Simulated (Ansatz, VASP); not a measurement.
One calculation of As, two programs

Contents of INCAR:

```
ALGO = Normal ; EDIFF = 1E-6
ENCUT = 600 ; GGA = PS
GGA_COMPAT = F ; ISIF = 2
ISMEAR = -1 ; LASPH = T
LCHARG = T ; LELF = T
LREAL = F ; LVHAR = T
LWAVE = F ; NBANDS = 22
NELM = 120 ; PREC = Accurate
SIGMA = 0.05
```

KPOINTS

```
k-points
0
Gamma
  9 9 9
```

File POSCAR:

```
As
1.0
    1.9055470646      1.1001681106      3.5603049553
   -1.9055470646      1.1001681106      3.5603049553
    0.0000000000     -2.2003362214      3.5603049553
As
2
Direct
    0.2260000000      0.2260000000      0.2260000000
    0.7740000000      0.7740000000      0.7740000000
```

File input.yaml:

```yaml
crystal:
  lattice:
    - [1.9055470646, 1.1001681106, 3.5603049553]
    - [-1.9055470646, 1.1001681106, 3.5603049553]
    - [0.0, -2.2003362214, 3.5603049553]
  atoms:
    - { symbol: As, position: [0.226, 0.226, 0.226] }
    - { symbol: As, position: [0.774, 0.774, 0.774] }
hamiltonian:
  xc: pbesol
  pseudopotentials: { kind: paw }
kpoints:
  mp_grid: { grid: [9, 9, 9] }
scf:
  occupations: { method: fermi_dirac, width: 0.05 }
output:
  forces: true
  stress: true
  eigenvalues: true
  write_density: true
  write_potential: true
  elf: true
  volumetric_format: npy
```

Alike in both runs: task single point; functional PBEsol; k mesh 9 × 9 × 9; occupations fermi-dirac, width 0.05 eV; no spin polarisation.

|  | VASP | Ansatz |
| --- | --- | --- |
| version | VASP 6.6.1 | Ansatz 0.2.0 |
| potentials or method | VASP PAW PBE potentials, release 64 (As_d) | Ansatz PAW |
| plane-wave cutoff (eV) | 600 | 420 |
| valence electrons in the cell | 30 | 30 |

VASP gave:

```
gap on the k mesh at the Fermi level (eV)                     : none
pressure (GPa)                                                : -2.5
traceless stress, the component that is largest in VASP (GPa) : 0.22
rms of the force components (eV/Å)                            : 0.072
```

Q: Which values does Ansatz return?

A: gap on the k mesh at the Fermi level (eV): none; pressure (GPa): -2.5; traceless stress, the component that is largest in VASP (GPa): 0.24; rms of the force components (eV/Å): 0.066.

VASP's potentials were made for PBE, not for PBEsol. Atom by atom the forces differ by 0.006 eV/Å (rms over components). A gap of «none» marks a metal or a gap that the smearing closes. With one functional, cell and mesh, what is left measures potentials, basis and numerics.
